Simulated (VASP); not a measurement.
Write the native input for VASP 6.6.1 that does the following.

```yaml
Task: single point
Functional: PBE
Potentials_or_basis: VASP PAW PBE potentials, release 64 (Mg)
Cutoff: 520 eV
k_mesh: 10 × 10 × 6
Occupations: methfessel-paxton, width 0.1 eV
Spin: no spin polarisation
Dipole_correction: no
Further_INCAR_settings: ALGO = Normal; EDIFF = 1e-06; NBANDS = 9
```

The structure of Mg lies in POSCAR:

```
Mg
1.0
    3.1437856987      0.0000000000      0.0000000000
   -1.5718928494      2.7225979575      0.0000000000
    0.0000000000      0.0000000000      5.1039375022
Mg
2
Direct
    0.3333333333      0.6666666667      0.2500000000
    0.6666666667      0.3333333333      0.7500000000
```

One way to write it, as run:

INCAR

```
SYSTEM = Mg
ALGO = Normal
EDIFF = 1E-6
ENCUT = 520
GGA = PE
ISIF = 2
ISMEAR = 1
LASPH = .True.
LCHARG = .False.
LREAL = .False.
LWAVE = .False.
NBANDS = 9
NELM = 60
PREC = Accurate
SIGMA = 0.1
```

KPOINTS

```
k-points
0
Gamma
  10 10 6
  0 0 0
```

Potentials or basis: VASP PAW PBE potentials, release 64 (Mg).

The run is started by

```console
$ cat potpaw_PBE.64/Mg/POTCAR > POTCAR
$ mpirun -np 1 vasp_std > vasp.out
```

Results of the run:

```json
{"Pressure": "2.0 GPa", "Band gap on the k mesh": "zero (bands 2 and 3 overlap by 1.88 eV)"}
```

Wall time 17 s on 1 thread of Intel Xeon 8259CL, on a shared host, peak memory 0.16 GiB.
